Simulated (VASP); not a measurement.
# BAs (P6_3/mmc) in VASP: a series of runs, part 2 of 2

VASP 6.6.1.

## (3) Single point, PBE (volume changed by +3%)

INCAR

```
SYSTEM = BAs
ALGO = Normal
EDIFF = 1E-6
ENCUT = 520
GGA = PE
ISIF = 2
ISMEAR = 0
LASPH = .True.
LCHARG = .False.
LREAL = .False.
LWAVE = .False.
NBANDS = 16
NELM = 80
PREC = Accurate
SIGMA = 0.01
```

KPOINTS

```
k-points
0
Gamma
  9 9 2
  0 0 0
```

POSCAR

```
BAs
1.0
    3.4178559526      0.0000000000      0.0000000000
   -1.7089279763      2.9599500814      0.0000000000
    0.0000000000      0.0000000000     10.0951248428
B As
2 2
Direct
    0.3333333333      0.6666666667      0.2500000000
    0.6666666667      0.3333333333      0.7500000000
    0.6666666667      0.3333333333      0.2500000000
    0.3333333333      0.6666666667      0.7500000000
```

Potentials or basis: VASP PAW PBE potentials, release 64 (B, As).

Run with:

```sh
$ cat potpaw_PBE.64/B/POTCAR potpaw_PBE.64/As/POTCAR > POTCAR
$ mpirun -np 1 vasp_std > vasp.out
```

OUTCAR:

```text
SYSTEM = BAs
   EDIFF = 1E-6
   ENCUT = 520
   GGA = PE
   ISIF = 2
   ISMEAR = 0
   LASPH = .True.
   LREAL = .False.
   NELM = 80
   PREC = Accurate

 ion  position               nearest neighbor table
   1  0.333  0.667  0.250-   3 1.97   3 1.97   3 1.97
   2  0.667  0.333  0.750-   4 1.97   4 1.97   4 1.97
   3  0.667  0.333  0.250-   1 1.97   1 1.97   1 1.97
   4  0.333  0.667  0.750-   2 1.97   2 1.97   2 1.97

  LATTYP: Found a hexagonal cell.
 ALAT       =     3.4178559526
[... 653 lines left out ...]
  FORCE on cell =-STRESS in cart. coord.  units (eV):
  Direction    XX          YY          ZZ          XY          YZ          ZX
  --------------------------------------------------------------------------------------
  -------------------------------------------------------------------------------------
  Total       -1.5463278     -1.5463278      0.0007550      0.0000000     -0.0000000      0.0000000
  in kB      -24.2584089    -24.2584089      0.0118446      0.0000000     -0.0000000      0.0000000
  external PRESSURE =     -16.1683244 kB  Pullay stress =       0.0000000 kB

 VOLUME and BASIS-vectors are now :
 -----------------------------------------------------------------------------
  energy-cutoff  :      520.00
  volume of cell :      102.13
      direct lattice vectors                 reciprocal lattice vectors
     3.417855953  0.000000000  0.000000000     0.292581084  0.168921768  0.000000000
    -1.708927976  2.959950081  0.000000000     0.000000000  0.337843535  0.000000000
     0.000000000  0.000000000 10.095124843     0.000000000  0.000000000  0.099057715

 POSITION                                       TOTAL-FORCE (eV/Angst)
 -----------------------------------------------------------------------------------
     -0.00000      1.97330      2.52378         0.000000     -0.000000      0.000000
      1.70893      0.98665      7.57134        -0.000000      0.000000      0.000000
      1.70893      0.98665      2.52378        -0.000000      0.000000      0.000000
     -0.00000      1.97330      7.57134         0.000000      0.000000      0.000000
 -----------------------------------------------------------------------------------
    total drift:                                0.000000     -0.000000      0.000000

  FREE ENERGIE OF THE ION-ELECTRON SYSTEM (eV)
  ---------------------------------------------------
  free  energy   TOTEN  =       -21.2793809400 eV

  energy  without entropy=      -21.2793809400  energy(sigma->0) =      -21.27938094
```

OSZICAR:

```text
N       E                     dE             d eps       ncg     rms          rms(c)
DAV:   1     0.566345545144E+02    0.56635E+02   -0.59625E+03   768   0.799E+02
DAV:   2    -0.177428147286E+02   -0.74377E+02   -0.67758E+02  1088   0.141E+02
DAV:   3    -0.224181808549E+02   -0.46754E+01   -0.46280E+01  1016   0.374E+01
DAV:   4    -0.224753330547E+02   -0.57152E-01   -0.57099E-01  1016   0.463E+00
DAV:   5    -0.224762893337E+02   -0.95628E-03   -0.95626E-03  1016   0.574E-01    0.665E+00
DAV:   6    -0.214190129573E+02    0.10573E+01   -0.16329E+00   944   0.710E+00    0.333E+00
DAV:   7    -0.213107580404E+02    0.10825E+00   -0.26152E-01  1016   0.265E+00    0.157E+00
DAV:   8    -0.212761907663E+02    0.34567E-01   -0.88816E-02  1000   0.140E+00    0.267E-01
DAV:   9    -0.212777865718E+02   -0.15958E-02   -0.28794E-03   936   0.294E-01    0.144E-01
DAV:  10    -0.212792837197E+02   -0.14971E-02   -0.14415E-03   784   0.212E-01    0.582E-02
DAV:  11    -0.212793495023E+02   -0.65783E-04   -0.66268E-05   992   0.525E-02    0.343E-02
DAV:  12    -0.212793802822E+02   -0.30780E-04   -0.83184E-05   824   0.509E-02    0.814E-03
DAV:  13    -0.212793809400E+02   -0.65783E-06   -0.68057E-06   984   0.173E-02
   1 F= -.21279381E+02 E0= -.21279381E+02  d E =-.778420E-42
```

stdout:

```text
POSCAR found type information on POSCAR B As
 POSCAR found :  2 types and       4 ions
 scaLAPACK will be used
 LDA part: xc-table for (Slater+PW92), standard interpolation
 POSCAR, INCAR and KPOINTS ok, starting setup
 FFT: planning ... GRIDC
 FFT: planning ... GRID_SOFT
 FFT: planning ... GRID
 WAVECAR not read
 entering main loop
```

It took 22 s on 1 thread of AMD EPYC 9R45 (Zen 5), shared host; peak memory 0.21 GiB.

What came out:

- Free energy: -21.2794 eV
- Pressure: -1.6 GPa
- Band gap on the k mesh: 0.76 eV, direct

Stress tensor (GPa, compression positive):
```
-2.43  0.00  0.00
 0.00 -2.43  0.00
 0.00  0.00  0.00
```

Levels at points of the mesh, in eV from the valence-band top:
```csv
k point,band 5,band 6,band 7,band 8,band 9,band 10,band 11,band 12
"(0.00, 0.00, 0.00)",-1.55,-1.55,-1.54,-1.54,3.21,3.38,3.46,4.70
"(0.00, 0.00, 0.50)",-1.55,-1.55,-1.55,-1.55,3.39,3.39,4.36,4.36
```

Caveat: this functional lacks dispersion, which binds the layers, so the pressure and a relaxed spacing across them are unreliable. A k mesh can miss the band edges.

## (4) Single point, PBE (volume changed by +6%)

INCAR

```
  PREC = Accurate
  ENCUT = 520
  EDIFF = 1E-6
  ISMEAR = 0
  SIGMA = 0.01
  LREAL = F
  LASPH = T
  NELM = 100
  ALGO = Normal
  ISIF = 2
  LWAVE = F
  LCHARG = F
  GGA = PE
  NBANDS = 16
```

KPOINTS

```
regular mesh
0
Gamma
  9 9 2
```

POSCAR

```
BAs
1.0
    3.4507219683      0.0000000000      0.0000000000
   -1.7253609842      2.9884128860      0.0000000000
    0.0000000000      0.0000000000     10.1921993060
B As
2 2
Direct
    0.3333333333      0.6666666667      0.2500000000
    0.6666666667      0.3333333333      0.7500000000
    0.6666666667      0.3333333333      0.2500000000
    0.3333333333      0.6666666667      0.7500000000
```

Run with:

```sh
$ cat potpaw_PBE.64/B/POTCAR potpaw_PBE.64/As/POTCAR > POTCAR
$ mpirun -np 1 vasp_std > vasp.out
```

It took 22 s on 1 thread of AMD EPYC 9R45 (Zen 5), shared host; peak memory 0.21 GiB.

The run converged. Its results:

| Quantity | Value |
| --- | --- |
| Free energy | -21.2330 eV |
| Pressure | -3.4 GPa |
| Band gap on the k mesh | 0.78 eV, direct |

Stress tensor (GPa, compression positive):
```
-5.05  0.00  0.00
 0.00 -5.05  0.00
 0.00  0.00 -0.01
```

Levels at points of the mesh, in eV from the valence-band top:
```csv
k point,band 4,band 5,band 6,band 7,band 8,band 9,band 10,band 11,band 12,band 13
"(0.00, 0.00, 0.00)",-3.45,-1.57,-1.57,-1.56,-1.56,3.04,3.07,3.31,4.61,4.61
"(0.00, 0.00, 0.50)",-3.69,-1.57,-1.57,-1.57,-1.57,3.06,3.06,4.37,4.37,4.62
```

Caveat: this functional lacks dispersion, which binds the layers, so the pressure and a relaxed spacing across them are unreliable.

## (5) The runs side by side

```tsv
cell	gap on the mesh (eV)	pressure (GPa)
a = 3.384, b = 3.384, c = 9.996 Å, angles 90.0, 90.0, 120.0°, 4 atoms	0.74	0.4
a = 3.418, b = 3.418, c = 10.095 Å, angles 90.0, 90.0, 120.0°, 4 atoms	0.76	-1.6
a = 3.451, b = 3.451, c = 10.192 Å, angles 90.0, 90.0, 120.0°, 4 atoms	0.78	-3.4
```

Alike in all rows: task single point; level PBE; potentials or basis VASP PAW PBE potentials, release 64 (B, As); no spin polarisation; k mesh 9 × 9 × 2; cutoff (eV) 520; smearing gaussian 0.01 eV.

Caveats: this functional lacks dispersion, which binds the layers, so the pressure and a relaxed spacing across them are unreliable.

Absolute energies hang on the potentials; compare differences alone.
